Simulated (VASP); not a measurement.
Runs of VASP 6.6.1 on NaI. Symmetry: Fm-3m, No. 225, cubic system. Conventional cell: a = 6.459 Å, b = 6.459 Å, c = 6.459 Å, α = 90.00°, β = 90.00°, γ = 90.00°. Na (site symmetry m-3m) has 6 I at 3.23 Å within 4.2 Å. Within 4.2 Å of I (site symmetry m-3m) lie 6 Na at 3.23 Å. 

```csv
level,potentials or basis,k mesh,smearing,gap on the mesh (eV),pressure (GPa)
PBEsol,"VASP PAW PBE potentials, release 64 (Na_pv, I)",6 × 6 × 6,gaussian 0.01 eV,3.52,-0.4
PBEsol,"VASP PAW PBE potentials, release 64 (Na_pv, I)",6 × 6 × 6,methfessel-paxton 0.05 eV,3.52,-0.4
PBEsol,"VASP PAW PBE potentials, release 64 (Na_pv, I)","6 × 6 × 6, shifted",gaussian 0.01 eV,3.81,-0.4
LDA,"VASP PAW LDA potentials, release 64 (Na_pv, I)",6 × 6 × 6,gaussian 0.01 eV,3.36,(a)
```

Alike in all rows: task single point; no spin polarisation; cell as given; cutoff (eV) 500.

Estimate the missing entries.

(a) -1.5.

Caveats: spin-orbit coupling is left out, which moves the levels of the heavy elements; the PAW data sets were made with another functional, which shifts forces and pressure a little (at least some runs); a shifted mesh leaves out Γ, where band edges can lie (at least some runs).

A k mesh can miss the band edges, and the runs leave out spin-orbit coupling on I.
